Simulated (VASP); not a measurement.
Set up this calculation in VASP 6.6.1, as the native input.

- Task: single point
- Functional: PBE
- Potentials or basis: VASP PAW PBE potentials, release 64 (Sc_sv, In_d)
- Cutoff: 520 eV
- k mesh: 4 × 4 × 4
- Occupations: gaussian, width 0.1 eV
- Spin: no spin polarisation
- Dipole correction: no
- Further INCAR settings: ALGO = Fast; EDIFF = 1e-06; NBANDS = 40

The structure of ScIn4 lies in POSCAR:

```
ScIn4
1.0
    5.4021786878      0.0000000000      0.0000000000
    0.0000000000      5.4021786878      0.0000000000
    0.0000000000      0.0000000000      5.4021786878
Sc In
1 4
Direct
    0.5000000000      0.5000000000      0.5000000000
    0.8003140833      0.8003140833      0.8003140833
    0.1996859167      0.1996859167      0.8003140833
    0.1996859167      0.8003140833      0.1996859167
    0.8003140833      0.1996859167      0.1996859167
```

The cell was built from a structure type or drawn by symmetry, and may not be a known phase.

These files were run (other wordings do the same):

INCAR

```
SYSTEM = ScIn4
PREC     = Accurate       ! precision mode
ENCUT    = 520            ! plane-wave cutoff, eV
EDIFF    = 1E-6           ! SCF threshold, eV
ISMEAR   = 0              ! smearing method
SIGMA    = 0.1            ! smearing width, eV
LREAL    = .FALSE.        ! projectors in reciprocal space
LASPH    = .TRUE.         ! aspherical terms in the spheres
NELM     = 60             ! most SCF steps
ALGO     = Fast           ! electronic algorithm
ISIF     = 2              ! what is computed and relaxed
LWAVE    = .FALSE.        ! write WAVECAR
LCHARG   = .TRUE.         ! write CHGCAR
GGA      = PE             ! functional
LELF     = .TRUE.         ! ELF
LVHAR    = .TRUE.       
NBANDS   = 40             ! bands
```

KPOINTS

```
Automatic mesh
0
G
  4 4 4
  0 0 0
```

Potentials or basis: VASP PAW PBE potentials, release 64 (Sc_sv, In_d).

Launch:

```console
$ cat potpaw_PBE.64/Sc_sv/POTCAR potpaw_PBE.64/In_d/POTCAR > POTCAR
$ mpirun -np 1 vasp_std > vasp.out
```

It gave:

The pressure is 0.3 GPa. The largest force is 0.049 eV/Å and the band gap on the k mesh is zero (an odd number of electrons rules out a gap without spin polarisation).

Caveat: spin-orbit coupling is left out, which moves the levels of the heavy elements.

It took 38 s on 1 thread of Intel(R) Xeon(R) 6975P-C (Granite Rapids), with other jobs on the host, peak memory 0.25 GiB.
